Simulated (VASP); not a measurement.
A run of VASP 6.6.1 is set up as follows.

File POSCAR:

```
SiC
1.0
    3.1368429885      0.0000000000      0.0000000000
   -1.5684214943      2.7165857157      0.0000000000
    0.0000000000      0.0000000000      5.0317933374
Si C
2 2
Direct
    0.3333333333      0.6666666667      0.0035675155
    0.6666666667      0.3333333333      0.5035675155
    0.3333333333      0.6666666667      0.3814324845
    0.6666666667      0.3333333333      0.8814324845
```

The input INCAR.step1:

```
SYSTEM = SiC
PREC = Accurate
ENCUT = 520
ISMEAR = 0
SIGMA = 0.01
LREAL = .FALSE.
LASPH = .TRUE.
NELM = 60
NBANDS = 16
GGA = PE
ALGO = Normal
EDIFF = 1E-4
LWAVE = .TRUE.
LCHARG = .FALSE.
```

Contents of INCAR.step2:

```
SYSTEM = SiC
PREC = Accurate
ENCUT = 520
EDIFF = 1E-6
ISMEAR = 0
SIGMA = 0.01
LREAL = .FALSE.
LASPH = .TRUE.
NELM = 60
ALGO = Normal
ISIF = 2
LWAVE = .FALSE.
LCHARG = .FALSE.
METAGGA = R2SCAN
LMIXTAU = .TRUE.
NBANDS = 16
ISTART = 1
```

Contents of KPOINTS:

```
regular mesh
0
G
  8 8 6
  0 0 0
```

Potentials or basis: VASP PAW PBE potentials, release 64 (Si, C).

Launch:

```console
$ cat potpaw_PBE.64/Si/POTCAR potpaw_PBE.64/C/POTCAR > POTCAR
$ cp INCAR.step1 INCAR
$ mpirun -np 1 vasp_std > vasp.out
$ cp INCAR.step2 INCAR
$ mpirun -np 1 vasp_std > vasp.out
```

**Question.** What does it give for the band gap on the k mesh?

**Answer.** 2.94 eV, indirect (least direct gap 4.20 eV).

**Question.** Predict the pressure.

**Answer.** -7.9 GPa.

Stress tensor (GPa, compression positive):
```
-11.77   0.00   0.00
  0.00 -11.77   0.00
  0.00   0.00  -0.09
```

Caveat: the cell differs from its parent crystal (film at in-plane strain +0.02); the PAW data sets were made with another functional, which shifts forces and pressure a little. A k mesh can miss the band edges.
